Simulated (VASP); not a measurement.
# YAl3N4 (Pm-3m) in VASP: single point with PBE

Aim: the single point of YAl3N4 with PBE.

All numbers are computed with VASP 6.6.1; they aren't measurements. Logs are shortened: lines on timing, memory, paths and dates and some standing lists are left out, and cuts for length are marked.

**1. The cell of the first run**

The structure is cubic, space group Pm-3m (No. 221). The conventional cell has a = 4.387 Å, b = 4.387 Å, c = 4.387 Å, α = 90.00°, β = 90.00°, γ = 90.00°. Y (site symmetry m-3m) has 6 N at 2.19 Å within 2.9 Å. Within 2.9 Å of Al (site symmetry 4/mmm) lie 6 N at 2.19 Å. N (site symmetry 4/mmm) has 2 Y at 2.19 Å and 4 Al at 2.19 Å within 2.9 Å. Within 2.9 Å of N (site symmetry m-3m) lie 6 Al at 2.19 Å.

**2. Single point, PBE**

Input file INCAR:

```
  PREC = Accurate
  ENCUT = 600
  EDIFF = 1E-6
  ISMEAR = 0
  SIGMA = 0.02
  LREAL = F
  LASPH = T
  NELM = 120
  ALGO = Normal
  ISIF = 2
  LWAVE = F
  LCHARG = F
  GGA = PE
  NBANDS = 30
  GGA_COMPAT = F
```

Input file KPOINTS:

```
Automatic mesh
0
Gamma
  6 6 6
```

Input file POSCAR:

```
YAl3N4
1.0
    4.3869337122      0.0000000000      0.0000000000
    0.0000000000      4.3869337122      0.0000000000
    0.0000000000      0.0000000000      4.3869337122
Y Al N
1 3 4
Direct
    0.5000000000      0.5000000000      0.5000000000
    0.0000000000      0.0000000000      0.5000000000
    0.5000000000      0.0000000000      0.0000000000
    0.0000000000      0.5000000000      0.0000000000
    0.5000000000      0.5000000000      0.0000000000
    0.0000000000      0.5000000000      0.5000000000
    0.5000000000      0.0000000000      0.5000000000
    0.0000000000      0.0000000000      0.0000000000
```

Potentials or basis: VASP PAW PBE potentials, release 64 (Y_sv, Al, N).

Command:

```console
> cat potpaw_PBE.64/Y_sv/POTCAR potpaw_PBE.64/Al/POTCAR potpaw_PBE.64/N/POTCAR > POTCAR
> mpirun -np 1 vasp_std > vasp.out
```

OUTCAR:

```text
PREC = Accurate
   ENCUT = 600
   EDIFF = 1E-6
   ISMEAR = 0
   LREAL = F
   LASPH = T
   NELM = 120
   ISIF = 2
   GGA = PE

 ion  position               nearest neighbor table
   1  0.500  0.500  0.500-   5 2.19   6 2.19   7 2.19   5 2.19   7 2.19   6 2.19   3 3.10   4 3.10
                             2 3.10   2 3.10   3 3.10   3 3.10   3 3.10   2 3.10   4 3.10   4 3.10
   2  0.000  0.000  0.500-   6 2.19   7 2.19   8 2.19   8 2.19   6 2.19   7 2.19   3 3.10   4 3.10
                             1 3.10   1 3.10   4 3.10   3 3.10   4 3.10   1 3.10   3 3.10   4 3.10
   3  0.500  0.000  0.000-   5 2.19   7 2.19   8 2.19   7 2.19   5 2.19   8 2.19   1 3.10   2 3.10
                             1 3.10   1 3.10   4 3.10   2 3.10   1 3.10   2 3.10   4 3.10   4 3.10
   4  0.000  0.500  0.000-   5 2.19   6 2.19   8 2.19   6 2.19   8 2.19   5 2.19   1 3.10   2 3.10
                             1 3.10   2 3.10   3 3.10   2 3.10   2 3.10   1 3.10   3 3.10   3 3.10
   5  0.500  0.500  0.000-   1 2.19   3 2.19   4 2.19   1 2.19   3 2.19   4 2.19
   6  0.000  0.500  0.500-   1 2.19   2 2.19   4 2.19   4 2.19   2 2.19   1 2.19
   7  0.500  0.000  0.500-   1 2.19   2 2.19   3 2.19   3 2.19   1 2.19   2 2.19
   8  0.000  0.000  0.000-   2 2.19   3 2.19   4 2.19   2 2.19   4 2.19   3 2.19

  LATTYP: Found a simple cubic cell.
 ALAT       =     4.3869337122

  Lattice vectors:

 A1 = (   4.3869337122,   0.0000000000,   0.0000000000)
 A2 = (   0.0000000000,   4.3869337122,   0.0000000000)
 A3 = (   0.0000000000,   0.0000000000,   4.3869337122)

Analysis of symmetry for initial positions (statically):
=====================================================================
 Subroutine PRICEL returns:
 Original cell was already a primitive cell.

 Routine SETGRP: Setting up the symmetry group for a
 simple cubic supercell.

 Subroutine GETGRP returns: Found 48 space group operations
 (whereof 48 operations were pure point group operations)
 out of a pool of 48 trial point group operations.

The static configuration has the point symmetry O_h .

Analysis of symmetry for dynamics (positions and initial velocities):
=====================================================================
 Subroutine PRICEL returns:
 Original cell was already a primitive cell.

 Routine SETGRP: Setting up the symmetry group for a
 simple cubic supercell.

 Subroutine GETGRP returns: Found 48 space group operations
 (whereof 48 operations were pure point group operations)
 out of a pool of 48 trial point group operations.

The dynamic configuration has the point symmetry O_h .

 Subroutine INISYM returns: Found 48 space group operations
 (whereof 48 operations are pure point group operations),
 and found     1 'primitive' translations

----------------------------------------------------------------------------------------

                                     Primitive cell

  volume of cell :      84.4274

  direct lattice vectors                    reciprocal lattice vectors
     4.386933712  0.000000000  0.000000000     0.227949649  0.000000000  0.000000000
     0.000000000  4.386933712  0.000000000     0.000000000  0.227949649  0.000000000
     0.000000000  0.000000000  4.386933712     0.000000000  0.000000000  0.227949649

  length of vectors
     4.386933712  4.386933712  4.386933712     0.227949649  0.227949649  0.227949649

  position of ions in fractional coordinates (direct lattice)
     0.500000000  0.500000000  0.500000000
     0.000000000  0.000000000  0.500000000
     0.500000000  0.000000000  0.000000000
     0.000000000  0.500000000  0.000000000
     0.500000000  0.500000000  0.000000000
     0.000000000  0.500000000  0.500000000
     0.500000000  0.000000000  0.500000000
     0.000000000  0.000000000  0.000000000

  ion indices of the primitive-cell ions
   primitive index   ion index
                 1           1
                 2           2
                 3           3
                 4           4
                 5           5
                 6           6
                 7           7
                 8           8

----------------------------------------------------------------------------------------

 KPOINTS: Automatic mesh

Automatic generation of k-mesh.
 Grid dimensions read from file:
 generate k-points for:    6    6    6

 Generating k-lattice:

  Cartesian coordinates                     Fractional coordinates (reciprocal lattice)
     0.037991608  0.000000000  0.000000000     0.166666667  0.000000000  0.000000000
     0.000000000  0.037991608  0.000000000     0.000000000  0.166666667  0.000000000
     0.000000000  0.000000000  0.037991608     0.000000000  0.000000000  0.166666667

  Length of vectors
     0.037991608  0.037991608  0.037991608

  Shift w.r.t. Gamma in fractional coordinates (k-lattice)
     0.000000000  0.000000000  0.000000000

 Subroutine IBZKPT returns following result:
 ===========================================

 Found     20 irreducible k-points:

 Following reciprocal coordinates:
            Coordinates               Weight
  0.000000  0.000000  0.000000      1.000000
  0.166667  0.000000  0.000000      6.000000
  0.333333  0.000000  0.000000      6.000000
  0.500000  0.000000  0.000000      3.000000
  0.166667  0.166667  0.000000     12.000000
  0.333333  0.166667  0.000000     24.000000
[... 12 lines left out ...]
  0.500000  0.500000  0.333333      6.000000
  0.500000  0.500000  0.500000      1.000000
   k-points           NKPTS =     20   k-points in BZ     NKDIM =     20   number of bands    NBANDS=     30
   number of dos      NEDOS =    301   number of ions     NIONS =      8
   total plane-waves  NPLWV =  46656
   dimension x,y,z NGX =    36 NGY =   36 NGZ =   36
   dimension x,y,z NGXF=    72 NGYF=   72 NGZF=   72
   ions per type =               1   3   4
   NGX,Y,Z   is equivalent  to a cutoff of  13.64, 13.64, 13.64 a.u.
   NGXF,Y,Z  is equivalent  to a cutoff of  27.28, 27.28, 27.28 a.u.
 SYSTEM =  unknown system
   PREC   = accura    normal or accurate (medium, high low for compatibility)
   ISTART =      0    job   : 0-new  1-cont  2-samecut
   ICHARG =      2    charge: 1-file 2-atom 10-const
   ISPIN  =      1    spin polarized calculation?
   LNONCOLLINEAR =      F non collinear calculations
   LSORBIT =      F    spin-orbit coupling
   LASPH  =      T    aspherical Exc in radial PAW
   ENCUT  =  600.0 eV  44.10 Ry    6.64 a.u.   8.76  8.76  8.76*2*pi/ulx,y,z
   NELM   =    120;   NELMIN=  2; NELMDL= -5     # of ELM steps
   EDIFF  = 0.1E-05   stopping-criterion for ELM
   LREAL  =      F    real-space projection
   EDIFFG = 0.1E-04   stopping-criterion for IOM
   NSW    =      0    number of steps for IOM
   IBRION =     -1    ionic relax: 0-MD 1-quasi-New 2-CG
   NFREE  =      0    steps in history (QN), initial steepest desc. (CG)
   ISIF   =      2    stress and relaxation
   ISYM   =      2    0-nonsym 1-usesym 2-fastsym
   POTIM  = 0.5000    time-step for ionic-motion
   TEBEG  =    0.0;   TEEND  =   0.0 temperature during run
   PSTRESS=    0.0 pullay stress
   NELECT =      40.0000    total number of electrons
   NUPDOWN=      -1.0000    fix difference up-down
   EMIN   =  10.00;   EMAX   =-10.00  energy-range for DOS
   EFERMI =   0.00;   METHOD = LEGACY
   ISMEAR =     0;   SIGMA  =   0.02  broadening in eV -4-tet -1-fermi 0-gaus
   EFERMI_NEDOS =   21; number of points for ismear=-14 and -15
   IALGO  =     38    algorithm
   IMIX   =      4    mixing-type and parameters
     AMIX     =   0.40;   BMIX     =  1.00
     AMIX_MAG =   1.60;   BMIX_MAG =  1.00
  volume/ion in A,a.u.               =      10.55        71.22
  Fermi-wavevector in a.u.,A,eV,Ry     =   1.276244  2.411752 22.161157  1.628799
  Thomas-Fermi vector in A             =   2.408911
   LORBIT       =      0    0 simple, 1 ext, 2 COOP (PROOUT), +10 PAW based schemes
   GGA     = PE    functional components
   LHFCALC =     F    Hartree Fock is set to
   AEXX    =    0.0000 exact exchange contribution
   IVDW    =     0    specifies the selected vdW correction
   LEPSILON=     F    determine dielectric tensor
   LRPA    =     F    only Hartree local field effects (RPA)
 non-spin polarized calculation
 Gauss-broadening in eV      SIGMA  =   0.02
  energy-cutoff  :      600.00
  volume of cell :       84.43
 maximum number of plane-waves:      2872
 NGX is ok and might be reduce to    36
   NGX = 17   NGY = 17   NGZ = 17

 number of electron      39.9999994 magnetization

 Free energy of the ion-electron system (eV)
  ---------------------------------------------------
  ext. energy  EPLUGINS =         0.00000000
  ---------------------------------------------------
  free energy    TOTEN  =       -58.27598189 eV

  energy without entropy =      -58.27598189  energy(sigma->0) =      -58.27598189

 E-fermi :   7.9677     XC(G=0): -11.6219

 val. band max:        7.7373134288   @ k =   0.0000   0.0000   0.0000
 cond. band min:       9.1053432460   @ k =   0.0000   0.0000   0.0000
 fundamental gap:      1.3680298172
 Fermi energy:         7.9677319958

 k-point     1 :       0.0000    0.0000    0.0000
  band No.  band energies     occupation
      1     -31.9178      2.00000
      2     -12.4671      2.00000
      3     -12.4671      2.00000
      4     -12.4671      2.00000
      5      -8.2647      2.00000
      6      -6.0000      2.00000
[... 22 lines left out ...]
     29      15.9967      0.00000
     30      16.4638      0.00000

 k-point     2 :       0.1667    0.0000    0.0000
  band No.  band energies     occupation
      1     -31.9165      2.00000
      2     -12.6000      2.00000
      3     -12.4629      2.00000
      4     -12.4629      2.00000
      5      -8.0564      2.00000
      6      -5.9753      2.00000
[... 22 lines left out ...]
     29      16.3130      0.00000
     30      16.4900      0.00000

 k-point     3 :       0.3333    0.0000    0.0000
  band No.  band energies     occupation
      1     -31.9138      2.00000
      2     -12.8364      2.00000
      3     -12.4545      2.00000
      4     -12.4545      2.00000
      5      -7.5589      2.00000
      6      -6.3071      2.00000
[... 22 lines left out ...]
     29      16.5448      0.00000
     30      16.6713      0.00000

 k-point     4 :       0.5000    0.0000    0.0000
  band No.  band energies     occupation
      1     -31.9125      2.00000
      2     -12.9431      2.00000
      3     -12.4503      2.00000
      4     -12.4503      2.00000
      5      -6.9648      2.00000
      6      -6.9031      2.00000
[... 22 lines left out ...]
     29      16.0670      0.00000
     30      16.1435      0.00000

 k-point     5 :       0.1667    0.1667    0.0000
  band No.  band energies     occupation
      1     -31.9152      2.00000
      2     -12.6026      2.00000
      3     -12.5849      2.00000
      4     -12.4588      2.00000
      5      -7.8571      2.00000
      6      -5.9660      2.00000
[... 22 lines left out ...]
     29      16.4469      0.00000
     30      16.8513      0.00000
[... 394 lines left out ...]
     29      15.2043      0.00000
     30      16.4939      0.00000

 k-point    18 :       0.5000    0.3333    0.3333
  band No.  band energies     occupation
      1     -31.9050      2.00000
      2     -12.8874      2.00000
      3     -12.7837      2.00000
      4     -12.7735      2.00000
      5      -6.6094      2.00000
      6      -5.3720      2.00000
[... 22 lines left out ...]
     29      15.6650      0.00000
     30      15.6896      0.00000

 k-point    19 :       0.5000    0.5000    0.3333
  band No.  band energies     occupation
      1     -31.9038      2.00000
      2     -12.8788      2.00000
      3     -12.8788      2.00000
      4     -12.7714      2.00000
      5      -6.5460      2.00000
      6      -5.1753      2.00000
[... 22 lines left out ...]
     29      15.8237      0.00000
     30      15.9825      0.00000

 k-point    20 :       0.5000    0.5000    0.5000
  band No.  band energies     occupation
      1     -31.9026      2.00000
      2     -12.8709      2.00000
      3     -12.8709      2.00000
      4     -12.8709      2.00000
      5      -6.4902      2.00000
      6      -4.7606      2.00000
[... 22 lines left out ...]
     29      15.4854      0.00000
     30      15.4854      0.00000

------------------------ aborting loop because EDIFF is reached ----------------------------------------

  FORCE on cell =-STRESS in cart. coord.  units (eV):
  Direction    XX          YY          ZZ          XY          YZ          ZX
  --------------------------------------------------------------------------------------
  -------------------------------------------------------------------------------------
  Total       -0.2445829     -0.2445829     -0.2445829     -0.0000000     -0.0000000      0.0000000
  in kB       -4.6414482     -4.6414482     -4.6414482     -0.0000000     -0.0000000      0.0000000
  external PRESSURE =      -4.6414482 kB  Pullay stress =       0.0000000 kB

 VOLUME and BASIS-vectors are now :
 -----------------------------------------------------------------------------
  energy-cutoff  :      600.00
  volume of cell :       84.43
      direct lattice vectors                 reciprocal lattice vectors
     4.386933712  0.000000000  0.000000000     0.227949649  0.000000000  0.000000000
     0.000000000  4.386933712  0.000000000     0.000000000  0.227949649  0.000000000
     0.000000000  0.000000000  4.386933712     0.000000000  0.000000000  0.227949649

 POSITION                                       TOTAL-FORCE (eV/Angst)
 -----------------------------------------------------------------------------------
      2.19347      2.19347      2.19347         0.000000      0.000000      0.000000
      0.00000      0.00000      2.19347         0.000000      0.000000      0.000000
      2.19347      0.00000      0.00000         0.000000      0.000000      0.000000
      0.00000      2.19347      0.00000         0.000000      0.000000      0.000000
      2.19347      2.19347      0.00000         0.000000      0.000000      0.000000
      0.00000      2.19347      2.19347         0.000000      0.000000      0.000000
      2.19347      0.00000      2.19347         0.000000      0.000000      0.000000
      0.00000      0.00000      0.00000         0.000000      0.000000      0.000000
 -----------------------------------------------------------------------------------
    total drift:                                0.000000      0.000000      0.000000

  FREE ENERGIE OF THE ION-ELECTRON SYSTEM (eV)
  ---------------------------------------------------
  free  energy   TOTEN  =       -58.2759818916 eV

  energy  without entropy=      -58.2759818916  energy(sigma->0) =      -58.27598189
```

Wall time 1.9 min (1 thread of Intel Xeon 8259CL, shared host); peak memory 0.25 GiB.

Results:

| Item | Value |
| --- | --- |
| Free energy | -58.2760 eV |
| Pressure | -0.5 GPa |
| Band gap on the k mesh | 1.37 eV |
